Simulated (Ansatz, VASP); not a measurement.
# Two plane-wave programs on Zn5Se3S2

```xyz
10
Lattice="-1.9837 1.9837 14.0154 1.9837 -1.9837 14.0154 1.9837 1.9837 -14.0154" Properties=species:S:1:pos:R:3 pbc="T T T"
Zn    0.0000    0.0000   16.6400
Zn    0.0000    0.0000    5.5454
Zn    0.0000    0.0000   22.4854
Zn    0.0000    0.0000   11.3908
Zn    0.0000    0.0000    0.0000
Se    1.9837    0.0000    4.0846
Se    0.0000    1.9837    7.0077
Se    1.9837    0.0000    9.9308
S     0.0000    1.9837   12.7070
S     0.0000    1.9837    1.3084
```

Alike in both runs: functional PBE; k mesh 6 × 6 × 6; occupations gaussian, width 0.1 eV; no spin polarisation.

Ansatz relaxed the structure, and its values are those at the end. VASP's run is a single point on that final structure, the one shown.

|  | VASP | Ansatz |
| --- | --- | --- |
| version | VASP 6.6.1 | Ansatz 0.2.0 |
| potentials or method | VASP PAW PBE potentials, release 64 (Zn, Se, S), cutoff 520 eV | scalar-relativistic, plane waves, PAW |
| valence electrons in the cell | 90 | 120 |

VASP gave:

* gap on the k mesh at the Fermi level (eV): 1.41
* least direct gap on the mesh (eV): 1.41
* pressure (GPa): 0.4
* rms of the force components (eV/Å): 0.012

**Question.** Which values does Ansatz return?

**Answer.** gap on the k mesh at the Fermi level (eV): 1.41; least direct gap on the mesh (eV): 1.41; pressure (GPa): 0.3; rms of the force components (eV/Å): 0.011.

VASP's potentials hold 90 valence electrons a cell and Ansatz's 120, so a difference there can come from the potentials and not from the codes.
